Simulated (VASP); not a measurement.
# Ta (Im-3m) in VASP: notebook

Ta is run at these levels: LDA; tasks: single point.

All numbers are computed with VASP 6.6.1; they aren't measurements. Logs are shortened: lines on timing, memory, paths and dates and some standing lists are left out, and cuts for length are marked.

## (1) The cell of the first run

Symmetry: Im-3m, No. 229, cubic system. The conventional cell has a = 3.310 Å, b = 3.310 Å, c = 3.310 Å, α = 90.00°, β = 90.00°, γ = 90.00°. Ta (site symmetry m-3m) has 14 Ta at 2.87 to 3.31 Å within 3.8 Å.

## (2) Single point, LDA

INCAR

```
SYSTEM = Ta
PREC     = Accurate       ! precision mode
ENCUT    = 520            ! plane-wave cutoff, eV
EDIFF    = 1E-6           ! SCF threshold, eV
ISMEAR   = 0              ! smearing method
SIGMA    = 0.1            ! smearing width, eV
LREAL    = .FALSE.        ! projectors in reciprocal space
LASPH    = .TRUE.         ! aspherical terms in the spheres
NELM     = 60             ! most SCF steps
ALGO     = Normal         ! electronic algorithm
ISIF     = 2              ! what is computed and relaxed
LWAVE    = .FALSE.        ! write WAVECAR
LCHARG   = .FALSE.        ! write CHGCAR
NBANDS   = 12             ! bands
```

KPOINTS

```
Automatic mesh
0
G
  8 8 8
  0 0 0
```

POSCAR

```
Ta
1.0
   -1.6549278100      1.6549278100      1.6549278100
    1.6549278100     -1.6549278100      1.6549278100
    1.6549278100      1.6549278100     -1.6549278100
Ta
1
Direct
    0.0000000000      0.0000000000      0.0000000000
```

Potentials or basis: VASP PAW LDA potentials, release 64 (Ta_pv).

Run with:

```bash
$ cat potpaw_LDA.64/Ta_pv/POTCAR > POTCAR
$ mpirun -np 1 vasp_std > vasp.out
```

OUTCAR:

```text
SYSTEM = Ta
   PREC = Accurate
   ENCUT = 520
   EDIFF = 1E-6
   ISMEAR = 0
   LREAL = .FALSE.
   LASPH = .TRUE.
   NELM = 60
   ISIF = 2

 ion  position               nearest neighbor table
   1  0.000  0.000  0.000-

  LATTYP: Found a body centered cubic cell.
 ALAT       =     3.3098556200

  Lattice vectors:

 A1 = (  -1.6549278100,   1.6549278100,   1.6549278100)
 A2 = (   1.6549278100,  -1.6549278100,   1.6549278100)
 A3 = (   1.6549278100,   1.6549278100,  -1.6549278100)

Analysis of symmetry for initial positions (statically):
=====================================================================
 Subroutine PRICEL returns:
 Original cell was already a primitive cell.

 Routine SETGRP: Setting up the symmetry group for a
 body centered cubic supercell.

 Subroutine GETGRP returns: Found 48 space group operations
 (whereof 48 operations were pure point group operations)
 out of a pool of 48 trial point group operations.

The static configuration has the point symmetry O_h .

Analysis of symmetry for dynamics (positions and initial velocities):
=====================================================================
 Subroutine PRICEL returns:
 Original cell was already a primitive cell.

 Routine SETGRP: Setting up the symmetry group for a
 body centered cubic supercell.

 Subroutine GETGRP returns: Found 48 space group operations
 (whereof 48 operations were pure point group operations)
 out of a pool of 48 trial point group operations.

The dynamic configuration has the point symmetry O_h .

 Subroutine INISYM returns: Found 48 space group operations
 (whereof 48 operations are pure point group operations),
 and found     1 'primitive' translations

----------------------------------------------------------------------------------------

                                     Primitive cell

  volume of cell :      18.1300

  direct lattice vectors                    reciprocal lattice vectors
    -1.654927810  1.654927810  1.654927810     0.000000000  0.302127982  0.302127982
     1.654927810 -1.654927810  1.654927810     0.302127982  0.000000000  0.302127982
     1.654927810  1.654927810 -1.654927810     0.302127982  0.302127982  0.000000000

  length of vectors
     2.866419050  2.866419050  2.866419050     0.427273490  0.427273490  0.427273490

  position of ions in fractional coordinates (direct lattice)
     0.000000000  0.000000000  0.000000000

  ion indices of the primitive-cell ions
   primitive index   ion index
                 1           1

----------------------------------------------------------------------------------------

 KPOINTS: Automatic mesh

Automatic generation of k-mesh.
 Grid dimensions read from file:
 generate k-points for:    8    8    8

 Generating k-lattice:

  Cartesian coordinates                     Fractional coordinates (reciprocal lattice)
     0.000000000  0.037765998  0.037765998     0.125000000  0.000000000  0.000000000
     0.037765998  0.000000000  0.037765998     0.000000000  0.125000000  0.000000000
     0.037765998  0.037765998  0.000000000     0.000000000  0.000000000  0.125000000

  Length of vectors
     0.053409186  0.053409186  0.053409186

  Shift w.r.t. Gamma in fractional coordinates (k-lattice)
     0.000000000  0.000000000  0.000000000

 Subroutine IBZKPT returns following result:
 ===========================================

 Found     29 irreducible k-points:

 Following reciprocal coordinates:
            Coordinates               Weight
  0.000000  0.000000  0.000000      1.000000
  0.125000  0.000000  0.000000     12.000000
  0.250000  0.000000  0.000000     12.000000
  0.375000  0.000000  0.000000     12.000000
  0.500000  0.000000  0.000000      6.000000
  0.125000  0.125000  0.000000     24.000000
[... 16 lines left out ...]
 -0.250000  0.250000  0.250000      6.000000
 -0.375000  0.375000  0.250000     24.000000
 [... further k-points ...]
   k-points           NKPTS =     29   k-points in BZ     NKDIM =     29   number of bands    NBANDS=     12
   number of dos      NEDOS =    301   number of ions     NIONS =      1
   total plane-waves  NPLWV =  13824
   dimension x,y,z NGX =    24 NGY =   24 NGZ =   24
   dimension x,y,z NGXF=    48 NGYF=   48 NGZF=   48
   ions per type =               1
   NGX,Y,Z   is equivalent  to a cutoff of  13.92, 13.92, 13.92 a.u.
   NGXF,Y,Z  is equivalent  to a cutoff of  27.84, 27.84, 27.84 a.u.
 SYSTEM =  Ta
   PREC   = accura    normal or accurate (medium, high low for compatibility)
   ISTART =      0    job   : 0-new  1-cont  2-samecut
   ICHARG =      2    charge: 1-file 2-atom 10-const
   ISPIN  =      1    spin polarized calculation?
   LNONCOLLINEAR =      F non collinear calculations
   LSORBIT =      F    spin-orbit coupling
   LASPH  =      T    aspherical Exc in radial PAW
   ENCUT  =  520.0 eV  38.22 Ry    6.18 a.u.   5.33  5.33  5.33*2*pi/ulx,y,z
   NELM   =     60;   NELMIN=  2; NELMDL= -5     # of ELM steps
   EDIFF  = 0.1E-05   stopping-criterion for ELM
   LREAL  =      F    real-space projection
   EDIFFG = 0.1E-04   stopping-criterion for IOM
   NSW    =      0    number of steps for IOM
   IBRION =     -1    ionic relax: 0-MD 1-quasi-New 2-CG
   NFREE  =      0    steps in history (QN), initial steepest desc. (CG)
   ISIF   =      2    stress and relaxation
   ISYM   =      2    0-nonsym 1-usesym 2-fastsym
   POTIM  = 0.5000    time-step for ionic-motion
   TEBEG  =    0.0;   TEEND  =   0.0 temperature during run
   PSTRESS=    0.0 pullay stress
   NELECT =      11.0000    total number of electrons
   NUPDOWN=      -1.0000    fix difference up-down
   EMIN   =  10.00;   EMAX   =-10.00  energy-range for DOS
[... 5 lines left out ...]
     AMIX     =   0.40;   BMIX     =  1.00
     AMIX_MAG =   1.60;   BMIX_MAG =  1.00
  volume/ion in A,a.u.               =      18.13       122.35
  Fermi-wavevector in a.u.,A,eV,Ry     =   1.385926  2.619020 26.133942  1.920791
  Thomas-Fermi vector in A             =   2.510290
   LORBIT       =      0    0 simple, 1 ext, 2 COOP (PROOUT), +10 PAW based schemes
   GGA     = CA    functional components
   LHFCALC =     F    Hartree Fock is set to
   AEXX    =    0.0000 exact exchange contribution
   IVDW    =     0    specifies the selected vdW correction
   LEPSILON=     F    determine dielectric tensor
   LRPA    =     F    only Hartree local field effects (RPA)
 non-spin polarized calculation
 Gauss-broadening in eV      SIGMA  =   0.10
  energy-cutoff  :      520.00
  volume of cell :       18.13
 maximum number of plane-waves:       496
 NGX is ok and might be reduce to    24
   NGX = 11   NGY = 11   NGZ = 11

 number of electron      11.0000001 magnetization

 Free energy of the ion-electron system (eV)
  ---------------------------------------------------
  ext. energy  EPLUGINS =         0.00000000
  ---------------------------------------------------
  free energy    TOTEN  =       -12.83372653 eV

  energy without entropy =      -12.82993044  energy(sigma->0) =      -12.83182849

 E-fermi :   5.3333     XC(G=0): -12.7594

 val. band max:        5.2557347614   @ k =   0.2500   0.0000   0.0000
 cond. band min:       5.3683214647   @ k =  -0.2500   0.2500   0.1250
 fundamental gap:      0.1125867033
 Fermi energy:         5.3333180927

 k-point     1 :       0.0000    0.0000    0.0000
  band No.  band energies     occupation
      1     -27.5604      2.00000
      2     -27.5604      2.00000
      3     -27.5604      2.00000
      4      -2.4737      2.00000
      5       6.0264      0.00000
      6       6.0264      0.00000
      7       6.0264      0.00000
      8       9.2581      0.00000
      9       9.2581      0.00000
     10      19.0387      0.00000
     11      20.3887      0.00000
     12      20.3887      0.00000

 k-point     2 :       0.1250    0.0000    0.0000
  band No.  band energies     occupation
      1     -27.7455      2.00000
      2     -27.6177      2.00000
      3     -27.5614      2.00000
      4      -1.7991      2.00000
      5       5.6134      0.00007
      6       5.8574      0.00000
      7       6.7008      0.00000
      8       8.7362      0.00000
      9       9.2729      0.00000
     10      19.0381      0.00000
     11      20.9097      0.00000
     12      21.5673      0.00000

 k-point     3 :       0.2500    0.0000    0.0000
  band No.  band energies     occupation
      1     -28.1719      2.00000
      2     -27.7537      2.00000
      3     -27.5639      2.00000
      4      -0.1927      2.00000
      5       4.7627      2.00000
      6       5.2557      1.72744
      7       8.6122      0.00000
      8       8.6829      0.00000
      9       9.4446      0.00000
     10      19.0357      0.00000
     11      20.5437      0.00000
     12      22.0544      0.00000
[... 286 lines left out ...]
 k-point    23 :      -0.2500    0.2500    0.2500
  band No.  band energies     occupation
      1     -28.1946      2.00000
      2     -27.9627      2.00000
      3     -27.9627      2.00000
      4       1.7132      2.00000
      5       4.4012      2.00000
      6       6.5777      0.00000
      7       6.5777      0.00000
      8       8.4767      0.00000
      9      10.2704      0.00000
     10      19.0317      0.00000
     11      20.0042      0.00000
     12      24.6990      0.00000

 k-point    24 :      -0.3750    0.3750    0.2500
  band No.  band energies     occupation
      1     -28.4365      2.00000
      2     -28.1058      2.00000
      3     -27.9981      2.00000
      4       2.5705      2.00000
      5       3.3859      2.00000
      6       6.5875      0.00000
      7       7.2707      0.00000
      8      10.6944      0.00000
      9      10.8151      0.00000
     10      19.0048      0.00000
     11      19.3229      0.00000
     12      21.5867      0.00000

 [... further k-points ...]

------------------------ aborting loop because EDIFF is reached ----------------------------------------

  FORCE on cell =-STRESS in cart. coord.  units (eV):
  Direction    XX          YY          ZZ          XY          YZ          ZX
  --------------------------------------------------------------------------------------
  -------------------------------------------------------------------------------------
  Total       -1.2620042     -1.2620042     -1.2620042      0.0000000      0.0000000     -0.0000000
  in kB     -111.5255167   -111.5255167   -111.5255167      0.0000000      0.0000000     -0.0000000
  external PRESSURE =    -111.5255167 kB  Pullay stress =       0.0000000 kB

 VOLUME and BASIS-vectors are now :
 -----------------------------------------------------------------------------
  energy-cutoff  :      520.00
  volume of cell :       18.13
      direct lattice vectors                 reciprocal lattice vectors
    -1.654927810  1.654927810  1.654927810     0.000000000  0.302127982  0.302127982
     1.654927810 -1.654927810  1.654927810     0.302127982  0.000000000  0.302127982
     1.654927810  1.654927810 -1.654927810     0.302127982  0.302127982  0.000000000

 POSITION                                       TOTAL-FORCE (eV/Angst)
 -----------------------------------------------------------------------------------
      0.00000      0.00000      0.00000         0.000000     -0.000000      0.000000
 -----------------------------------------------------------------------------------
    total drift:                                0.000000      0.000000     -0.000000

  FREE ENERGIE OF THE ION-ELECTRON SYSTEM (eV)
  ---------------------------------------------------
  free  energy   TOTEN  =       -12.8337265334 eV

  energy  without entropy=      -12.8299304367  energy(sigma->0) =      -12.83182849
```

It took 5.5 s on 1 thread of Intel Xeon Platinum 8259CL at 2.50GHz (Skylake/Cascade Lake), shared host; peak memory 0.13 GiB.

What came out:

```
Free energy : -12.8337 eV
Pressure    : -11.2 GPa
```

Caveat: spin-orbit coupling is left out, which moves the levels of the heavy elements.

## (3) Single point, LDA

This run uses another cell than the first one, of 17.12 Å³/atom, 0.944 times its volume.

INCAR

```
SYSTEM = Ta
  PREC = Accurate
  ENCUT = 520
  EDIFF = 1E-6
  ISMEAR = 0
  SIGMA = 0.1
  LREAL = .False.
  LASPH = .True.
  NELM = 60
  ALGO = Normal
  ISIF = 2
  LWAVE = .False.
  LCHARG = .False.
  GGA = CA
  NBANDS = 12
```

KPOINTS

```
regular mesh
0
Gamma
  8 8 8
  0 0 0
```

POSCAR

```
Ta
1.0
   -1.6234893961      1.6234893961      1.6234893961
    1.6234893961     -1.6234893961      1.6234893961
    1.6234893961      1.6234893961     -1.6234893961
Ta
1
Direct
    0.0000000000      0.0000000000      0.0000000000
```

Potentials or basis: VASP PAW LDA potentials, release 64 (Ta_pv).

Run with:

```bash
$ cat potpaw_LDA.64/Ta_pv/POTCAR > POTCAR
$ mpirun -np 1 vasp_std > vasp.out
```

It took 4.4 s on 1 thread of Intel Xeon Platinum 8259CL at 2.50GHz (Skylake/Cascade Lake), shared host; peak memory 0.13 GiB.

Results (log left out):

```yaml
Free_energy: -12.8674 eV
Pressure: 1.0 GPa
```

Levels at points of the mesh, in eV from the Fermi level:
```
           k point  band 2  band 3  band 4  band 5  band 6  band 7  band 8  band 9
(0.00, 0.00, 0.00)  -32.62  -32.62   -7.96    0.74    0.74    0.74    4.18    4.18
(0.50, 0.00, 0.00)  -33.08  -32.63   -4.53   -1.67    2.06    4.10    5.17    8.33
(0.50, 0.50, 0.50)  -33.60  -33.60   -4.06   -4.06    7.28    7.28    7.28    9.30
```

Caveat: spin-orbit coupling is left out, which moves the levels of the heavy elements.
